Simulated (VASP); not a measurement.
# Al14CN16 (a cell with a defect) in VASP: further runs

Al14CN16 (a cell with a defect) is run at these levels: r2SCAN; tasks: single point.

Program: VASP 6.6.1. These are calculated values, not measurements. Logs are shortened: lines on timing, memory, paths and dates and some standing lists are left out, and cuts for length are marked.

## Step 1: The cell of the first run

The cell holds a defect, 31 atoms: a = 6.260 Å, b = 6.260 Å, c = 10.035 Å, α = 90.00°, β = 90.00°, γ = 120.00°.

## Step 2: Single point, r2SCAN, collinear spin

Contents of POSCAR:

```
Al14CN16
1.0
    6.2595139128      0.0000000578      0.0000000000
   -3.1297570064      5.4208980350      0.0000000000
    0.0000000000      0.0000000000     10.0348065929
C N Al
1 16 14
Direct
    0.3820590877      0.1184474868      0.2681373472
    0.3611467859      0.1395706895      0.3971626186
    0.1338197546      0.3661381491      0.1784936322
    0.3237135400      0.1755402055      0.9388632874
    0.1619912390      0.3380394387      0.7015805375
    0.3545820366      0.6899725264      0.4406235235
    0.2110800534      0.8875947992      0.1987671726
    0.3318603058      0.6816423146      0.9367591993
    0.1662993504      0.8412885684      0.6849532496
    0.8099750841      0.1455241639      0.4404535057
    0.6122765286      0.2894014106      0.1986357126
    0.8177346464      0.1674855932      0.9368571072
    0.6590006694      0.3338559532      0.6850035909
    0.8364276776      0.6642018235      0.4382074379
    0.6711434219      0.8288023962      0.1871803041
    0.8331194295      0.6661966131      0.9473325265
    0.6685711909      0.8316372849      0.6943655677
    0.3256057596      0.1744495321      0.7471288133
    0.1547838612      0.3447261784      0.9974717366
    0.3398339657      0.6594803699      0.2576328163
    0.1691706108      0.8269411916      0.4946475194
    0.3298961843      0.6695650167      0.7444269386
    0.1756411529      0.8495815813      1.0035788130
    0.8401765754      0.1602791793      0.2574714013
    0.6738046175      0.3313666093      0.4946787514
    0.8304845210      0.1701854574      0.7445214215
    0.6497428245      0.3239457014      1.0034996641
    0.8326352761      0.6676730463      0.2531916045
    0.6705414139      0.8299106414      0.5044181884
    0.8331428361      0.6670079357      0.7515604953
    0.6633090999      0.8362833788      0.9985174954
```

Contents of INCAR.step1:

```
PREC     = Accurate       # precision mode
ENCUT    = 520            # plane-wave cutoff, eV
ISMEAR   = -1             # smearing method
SIGMA    = 0.01           # smearing width, eV
LREAL    = Auto         
LASPH    = T              # aspherical terms in the spheres
NELM     = 150            # most SCF steps
ISPIN    = 2              # spin polarisation
MAGMOM   = -0.01 0.01 0.01 0.01 0.22 0.28 0.01 0.01 0 0.26 0 0.01 0 0 0 0 0 0 0 0 0 0 0 0 0 0 0 0 0 0 0 # initial moments
NUPDOWN  = 1.0            # fixed moment
NELECT   = 127.0        
NBANDS   = 88             # bands
GGA      = PE             # functional
ALGO     = Normal         # electronic algorithm
EDIFF    = 1E-4           # SCF threshold, eV
LWAVE    = T              # write WAVECAR
LCHARG   = F              # write CHGCAR
```

Contents of INCAR.step2:

```
PREC     = Accurate       # precision mode
ENCUT    = 520            # plane-wave cutoff, eV
EDIFF    = 1E-6           # SCF threshold, eV
ISMEAR   = -1             # smearing method
SIGMA    = 0.01           # smearing width, eV
LREAL    = Auto         
LASPH    = T              # aspherical terms in the spheres
NELM     = 150            # most SCF steps
ALGO     = Normal         # electronic algorithm
ISIF     = 2              # what is computed and relaxed
LWAVE    = F              # write WAVECAR
LCHARG   = T              # write CHGCAR
ISPIN    = 2              # spin polarisation
MAGMOM   = -0.01 0.01 0.01 0.01 0.22 0.28 0.01 0.01 0 0.26 0 0.01 0 0 0 0 0 0 0 0 0 0 0 0 0 0 0 0 0 0 0 # initial moments
LORBIT   = 11             # projections on sites
NUPDOWN  = 1.0            # fixed moment
METAGGA  = R2SCAN         # meta-GGA
LMIXTAU  = T            
LELF     = T              # ELF
LVHAR    = T            
NELECT   = 127.0        
NBANDS   = 88             # bands
ISTART   = 1
```

Contents of KPOINTS:

```
Automatic mesh
0
Gamma
  1 1 1
  0.25 0.25 0.25
```

Potentials or basis: VASP PAW PBE potentials, release 64 (C, N, Al).

Launch:

```sh
$ cat potpaw_PBE.64/C/POTCAR potpaw_PBE.64/N/POTCAR potpaw_PBE.64/Al/POTCAR > POTCAR
$ cp INCAR.step1 INCAR
$ mpirun -np 1 vasp_std > vasp.out
$ cp INCAR.step2 INCAR
$ mpirun -np 1 vasp_std > vasp.out
```

OUTCAR:

```text
PREC = Accurate
   ENCUT = 520
   EDIFF = 1E-6
   ISMEAR = -1
   LREAL = Auto
   LASPH = T
   NELM = 150
   ISIF = 2
   ISPIN = 2
   LORBIT = 11
   NUPDOWN = 1.0
   METAGGA = R2SCAN
   NELECT = 127.0
   ISTART = 1

 ion  position               nearest neighbor table
   1  0.382  0.118  0.268-   2 1.31  11 1.47   7 1.47
   2  0.361  0.140  0.397-   1 1.31  21 1.97  25 1.97
   3  0.134  0.366  0.178-  20 1.82  24 1.82  19 1.83
   4  0.324  0.176  0.939-  27 1.88  23 1.88  18 1.92  19 1.92
   5  0.162  0.338  0.702-  18 1.83  22 1.85  26 1.85
   6  0.355  0.690  0.441-  29 1.83  21 1.84  20 1.84
   7  0.211  0.888  0.199-   1 1.47  23 1.97  20 2.05  28 2.13
   8  0.332  0.682  0.937-  23 1.88  31 1.90  19 1.93  22 1.93
   9  0.166  0.841  0.685-  18 1.91  21 1.91  22 1.91  30 1.93
  10  0.810  0.146  0.440-  29 1.83  25 1.84  24 1.84
  11  0.612  0.289  0.199-   1 1.47  27 1.97  24 2.05  28 2.13
  12  0.818  0.167  0.937-  27 1.88  31 1.90  19 1.93  26 1.93
  13  0.659  0.334  0.685-  18 1.91  25 1.91  26 1.91  30 1.93
  14  0.836  0.664  0.438-  28 1.86  21 1.89  25 1.89  29 1.92
  15  0.671  0.829  0.187-  28 1.87  31 1.90  20 1.93  24 1.93
  16  0.833  0.666  0.947-  31 1.91  27 1.94  23 1.94  30 1.96
  17  0.669  0.832  0.694-  30 1.87  26 1.90  22 1.90  29 1.91
[... 6 lines left out ...]
  21  0.169  0.827  0.495-   6 1.84  14 1.89   9 1.91   2 1.97  20 3.00  28 3.03  22 3.04  25 3.10
                            29 3.13  29 3.13  30 3.16  25 3.16  18 3.16
  22  0.330  0.670  0.744-   5 1.85  17 1.90   9 1.91   8 1.93  29 3.04  21 3.04  18 3.09  19 3.09
                            30 3.10  31 3.13  26 3.13  26 3.13  30 3.16  23 3.17  18 3.17
  23  0.176  0.850  0.004-   8 1.88   4 1.88  16 1.94   7 1.97  27 2.97  31 3.10  19 3.10  18 3.12
                            28 3.12  30 3.14  31 3.17  19 3.17  22 3.17  20 3.19  27 3.29
  24  0.840  0.160  0.257-   3 1.82  10 1.84  15 1.93  11 2.05  25 3.00  29 3.06  28 3.06  19 3.12
                            20 3.13  20 3.13  31 3.14  27 3.19  28 3.20
  25  0.674  0.331  0.495-  10 1.84  14 1.89  13 1.91   2 1.97  24 3.00  28 3.03  26 3.04  21 3.10
                            29 3.13  29 3.13  30 3.16  21 3.16  18 3.16
  26  0.830  0.170  0.745-   5 1.85  17 1.90  13 1.91  12 1.93  29 3.04  25 3.04  18 3.09  19 3.09
                            30 3.10  22 3.13  31 3.13  22 3.13  30 3.16  27 3.17  18 3.17
  27  0.650  0.324  0.003-  12 1.88   4 1.88  16 1.94  11 1.97  23 2.97  31 3.10  19 3.10  18 3.12
                            28 3.12  30 3.14  31 3.17  19 3.17  26 3.17  24 3.19  23 3.29
  28  0.833  0.668  0.253-  14 1.86  15 1.87  11 2.13   7 2.13  25 3.03  21 3.03  20 3.06  24 3.06
                            29 3.07  23 3.12  27 3.12  31 3.14  24 3.20  20 3.20
  29  0.671  0.830  0.504-  10 1.83   6 1.83  17 1.91  14 1.92  26 3.04  22 3.04  30 3.04  20 3.06
                            24 3.06  28 3.07  25 3.13  21 3.13  21 3.13  25 3.13
  30  0.833  0.667  0.752-  17 1.87  13 1.93   9 1.93  16 1.96  29 3.04  31 3.09  22 3.10  26 3.10
                            18 3.13  18 3.13  23 3.14  27 3.14  25 3.16  21 3.16  26 3.16  22 3.16
  31  0.663  0.836  0.999-  15 1.90  12 1.90   8 1.90  16 1.91  30 3.09  23 3.10  27 3.10  22 3.13
                            26 3.13  19 3.13  19 3.13  20 3.14  24 3.14  28 3.14  27 3.17  23 3.17

[... 244 lines left out ...]
 spin component 1

 k-point     1 :       0.2500    0.2500    0.2500
  band No.  band energies     occupation
      1     -13.9132      1.00000
      2     -10.6278      1.00000
      3     -10.4722      1.00000
      4     -10.1431      1.00000
      5      -9.8136      1.00000
      6      -9.6870      1.00000
[... 457 lines left out ...]
     74      12.3741      0.00000
     75      12.5191      0.00000
 Fermi energy:         6.1297147350

 spin component 2

 k-point     1 :       0.2500    0.2500    0.2500
  band No.  band energies     occupation
      1     -13.9069      1.00000
      2     -10.6128      1.00000
      3     -10.4468      1.00000
      4     -10.1255      1.00000
      5      -9.7778      1.00000
      6      -9.6657      1.00000
[... 457 lines left out ...]
     74      12.3872      0.00000
     75      12.5602      0.00000
 [bands above 75 left out]

------------------------ aborting loop because EDIFF is reached ----------------------------------------

  FORCE on cell =-STRESS in cart. coord.  units (eV):
  Direction    XX          YY          ZZ          XY          YZ          ZX
  --------------------------------------------------------------------------------------
  -------------------------------------------------------------------------------------
  Total       -3.2238301    -10.5643999     -1.3372943     -6.3895587     -0.4318227      0.7527981
  in kB      -15.1691720    -49.7089465     -6.2924056    -30.0649574     -2.0318664      3.5421603
  external PRESSURE =     -23.7235080 kB  Pullay stress =       0.0000000 kB

 VOLUME and BASIS-vectors are now :
 -----------------------------------------------------------------------------
  energy-cutoff  :      520.00
  volume of cell :      340.50
      direct lattice vectors                 reciprocal lattice vectors
     6.259513913  0.000000058  0.000000000     0.159756813  0.092235641  0.000000000
    -3.129757006  5.420898035  0.000000000    -0.000000002  0.184471279  0.000000000
     0.000000000  0.000000000 10.034806593     0.000000000  0.000000000  0.099653141

 POSITION                                       TOTAL-FORCE (eV/Angst)
 -----------------------------------------------------------------------------------
      2.02079      0.64209      2.69071         0.006697     -0.026934     -0.039080
      1.82378      0.75660      3.98545         0.229266     -0.143904      0.165122
     -0.30828      1.98480      1.79115        -0.346395      0.191703      0.215551
      1.47689      0.95159      9.42131         0.227327     -0.121933      0.106486
     -0.04399      1.83248      7.04023        -0.209186      0.121176      0.188608
      0.06006      3.74027      4.42157         0.057909      0.073796     -0.282761
[... 23 lines left out ...]
      3.12750      3.61578      7.54176         0.127272     -0.074794     -0.051743
      1.53463      4.53341     10.01993        -0.175263      0.088774     -0.078289
 -----------------------------------------------------------------------------------
    total drift:                                0.002899     -0.005068      0.000900

  FREE ENERGIE OF THE ION-ELECTRON SYSTEM (eV)
  ---------------------------------------------------
  free  energy   TOTEN  =      -286.3555729486 eV

  energy  without entropy=     -286.3555729486  energy(sigma->0) =     -286.35557295

 total charge

# of ion       s       p       d       tot
------------------------------------------
    1        0.847   1.568   0.000   2.415
    2        1.252   2.666   0.000   3.918
    3        1.244   2.626   0.000   3.870
    4        1.238   2.645   0.000   3.882
    5        1.250   2.581   0.000   3.831
    6        1.258   2.569   0.000   3.827
[... 23 lines left out ...]
   30        0.370   0.426   0.000   0.796
   31        0.375   0.443   0.000   0.818
--------------------------------------------------
tot         25.939  49.675   0.000  75.614

 magnetization (x)

# of ion       s       p       d       tot
------------------------------------------
    1       -0.001  -0.006   0.000  -0.007
    2       -0.000   0.016   0.000   0.015
    3        0.001   0.008   0.000   0.009
    4        0.001   0.008   0.000   0.009
    5        0.008   0.129   0.000   0.137
    6        0.011   0.269   0.000   0.279
[... 23 lines left out ...]
   30       -0.000  -0.000   0.000  -0.000
   31       -0.000  -0.000   0.000  -0.000
--------------------------------------------------
tot          0.016   0.695   0.000   0.711
```

Wall time 56 min (1 thread of Intel Xeon Platinum 8175M at 2.50GHz (Skylake/Cascade Lake), shared host); peak memory 0.8 GiB.

What came out:

```yaml
Free_energy: -286.3556 eV
Largest_force: 0.451 eV/Å
Net_moment: 1.00 μB per cell
Site_moments: C -0.01; N +0.01, +0.14, +0.28, +0.00, -0.00 (each value once); Al -0.00, +0.00, -0.01 (each value once) μB
Valence_electrons_inside_the_program's_atomic_spheres: C 2.42; N 3.92, 3.87, 3.88, 3.83, 3.82, 3.90, 3.84, 3.89 (each value once); Al 0.83, 0.81, 0.82, 0.80, 0.76, 0.85 (each value once)
```

Forces in eV/Å, atoms in the order of the input:
```
C    0.007 -0.027 -0.039
N    0.229 -0.144  0.165
N   -0.346  0.192  0.216
N    0.227 -0.122  0.106
N   -0.209  0.121  0.189
N    0.058  0.074 -0.283
N   -0.232 -0.339 -0.044
N    0.177 -0.058  0.196
N   -0.121  0.022  0.027
N   -0.023 -0.075 -0.283
N    0.204  0.362 -0.041
N    0.138 -0.095  0.188
N   -0.095  0.095  0.022
N    0.136 -0.090 -0.069
N   -0.002  0.004  0.209
N    0.206 -0.101  0.067
N   -0.165  0.091 -0.244
Al  -0.132  0.077 -0.021
Al  -0.091  0.053 -0.204
Al   0.092 -0.057 -0.228
Al  -0.168  0.196  0.098
Al   0.097 -0.357  0.048
Al  -0.076  0.148 -0.096
Al   0.116 -0.056 -0.229
Al  -0.270  0.054  0.103
Al   0.362  0.089  0.052
Al  -0.155 -0.012 -0.097
Al  -0.040  0.027  0.020
Al   0.124 -0.085  0.301
Al   0.127 -0.075 -0.052
Al  -0.175  0.089 -0.078
```

Caveat: the k points lie up to 0.58 Å⁻¹ apart; the cell carries a net charge on a neutralising background, which shifts energy and pressure; the cell is charged against a uniform background, so pressure and absolute levels hang on convention; the PAW data sets were made with another functional, which shifts forces and pressure a little; the total moment is fixed, so each spin has its own Fermi level and the state may be an excited one.

## Step 3: Single point, r2SCAN, collinear spin

Contents of POSCAR:

```
Al14CN16
1.0
    6.2595139128      0.0000000578      0.0000000000
   -3.1297570064      5.4208980350      0.0000000000
    0.0000000000      0.0000000000     10.0348065929
C N Al
1 16 14
Direct
    0.3855707494      0.1141777237      0.2660966526
    0.3677334716      0.1331877984      0.3981675334
    0.1397163593      0.3568532437      0.1813572990
    0.3239614161      0.1750435199      0.9385882457
    0.1612154193      0.3402226469      0.7020453557
    0.3429120532      0.6809412620      0.4421872369
    0.2128642038      0.8851701494      0.1983605655
    0.3306235857      0.6796674761      0.9397519324
    0.1643657991      0.8418523740      0.6869067922
    0.8014300595      0.1467329205      0.4395724306
    0.6131104536      0.2872177064      0.1975201627
    0.8201949831      0.1688918833      0.9396969966
    0.6588303708      0.3362920090      0.6869135187
    0.8335202783      0.6677468439      0.4391367147
    0.6693006728      0.8267040169      0.1894126809
    0.8326369576      0.6668568798      0.9494542883
    0.6665691071      0.8336486490      0.6956836223
    0.3251491871      0.1749135373      0.7475091820
    0.1572493650      0.3421704913      0.9967606696
    0.3390941823      0.6568950518      0.2584530817
    0.1633260963      0.8237070275      0.4982608300
    0.3286707717      0.6720879630      0.7472108051
    0.1748163388      0.8497818839      1.0026221826
    0.8370017858      0.1575712282      0.2553591292
    0.6732867093      0.3392432363      0.4987313318
    0.8282781140      0.1713162423      0.7468616046
    0.6494407285      0.3248575427      1.0020792447
    0.8322246400      0.6680431455      0.2542516330
    0.6629273576      0.8263399286      0.5070573740
    0.8317910347      0.6692338243      0.7538696020
    0.6627543644      0.8359587860      0.9998716068
```

Contents of INCAR.step1:

```
SYSTEM = Al14CN16
PREC = Accurate
ENCUT = 520
ISMEAR = -1
SIGMA = 0.01
LREAL = Auto
LASPH = .True.
NELM = 150
ISPIN = 2
MAGMOM = 0.01 0.1 0.15 0.02 0.3 0.37 0.01 0.03 0 0.53 0 0.03 0 0 0.02 0 0 0 0 0 0 0 0 0 0 0 0 0 0 0 0
NUPDOWN = 2.0
NBANDS = 88
GGA = PE
ALGO = Normal
EDIFF = 1E-4
LWAVE = .True.
LCHARG = .False.
```

Contents of INCAR.step2:

```
SYSTEM = Al14CN16
PREC = Accurate
ENCUT = 520
EDIFF = 1E-7
ISMEAR = -1
SIGMA = 0.01
LREAL = Auto
LASPH = .True.
NELM = 150
ALGO = Normal
ISIF = 2
LWAVE = .False.
LCHARG = .True.
ISPIN = 2
MAGMOM = 0.01 0.1 0.15 0.02 0.3 0.37 0.01 0.03 0 0.53 0 0.03 0 0 0.02 0 0 0 0 0 0 0 0 0 0 0 0 0 0 0 0
LORBIT = 11
NUPDOWN = 2.0
METAGGA = R2SCAN
LMIXTAU = .True.
LELF = .True.
LVHAR = .True.
NBANDS = 88
ISTART = 1
```

KPOINTS is that of step 2.

Potentials or basis: VASP PAW PBE potentials, release 64 (C, N, Al).

Launch:

```sh
$ cat potpaw_PBE.64/C/POTCAR potpaw_PBE.64/N/POTCAR potpaw_PBE.64/Al/POTCAR > POTCAR
$ cp INCAR.step1 INCAR
$ mpirun -np 1 vasp_std > vasp.out
$ cp INCAR.step2 INCAR
$ mpirun -np 1 vasp_std > vasp.out
```

It took 55 min on 1 thread of Intel Xeon Platinum 8175M at 2.50GHz (Skylake/Cascade Lake), shared host; peak memory 0.81 GiB.

It converged, with:

* Free energy: -292.2164 eV
* Pressure: -6.7 GPa
* Largest force: 0.694 eV/Å
* Net moment: 2.00 μB per cell
* Site moments: C +0.01; N +0.11, +0.10, +0.02, +0.30, +0.39, +0.01, -0.00, +0.47, +0.00 (each value once); Al -0.00, -0.01, +0.00 (each value once) μB
* Valence electrons inside the program's atomic spheres: C 2.39; N 3.87, 3.83, 3.88, 3.79, 3.82, 3.78, 3.90, 3.84, 3.89 (each value once); Al 0.82, 0.81, 0.80, 0.75, 0.83, 0.79 (each value once)

Forces in eV/Å, atoms in the order of the input:
```
C   -0.033 -0.019  0.072
N    0.230 -0.222  0.177
N   -0.407  0.228  0.227
N    0.137 -0.068 -0.181
N   -0.239  0.103  0.080
N    0.159  0.168 -0.044
N   -0.277 -0.310  0.034
N    0.198 -0.131 -0.184
N   -0.115  0.026 -0.015
N    0.080 -0.111 -0.037
N    0.170  0.355  0.036
N    0.165 -0.135 -0.207
N   -0.104  0.104  0.009
N    0.101 -0.127  0.073
N   -0.084  0.063  0.245
N    0.184 -0.090 -0.091
N   -0.176  0.079 -0.303
Al   0.270 -0.154  0.101
Al  -0.207  0.129  0.409
Al   0.020 -0.323 -0.614
Al  -0.264  0.371 -0.049
Al   0.122  0.090  0.215
Al  -0.089  0.044  0.081
Al   0.300  0.137 -0.477
Al  -0.352 -0.048 -0.103
Al  -0.005 -0.139  0.211
Al  -0.082  0.052  0.074
Al   0.017 -0.006 -0.095
Al   0.306 -0.070  0.273
Al   0.114 -0.067  0.052
Al  -0.137  0.072  0.030
```

Stress tensor (GPa, compression positive):
```
-5.50 -3.28 -0.02
-3.28 -9.26  0.36
-0.02  0.36 -5.26
```

Caveat: the k points lie up to 0.58 Å⁻¹ apart; the PAW data sets were made with another functional, which shifts forces and pressure a little; the total moment is fixed, so each spin has its own Fermi level and the state may be an excited one.
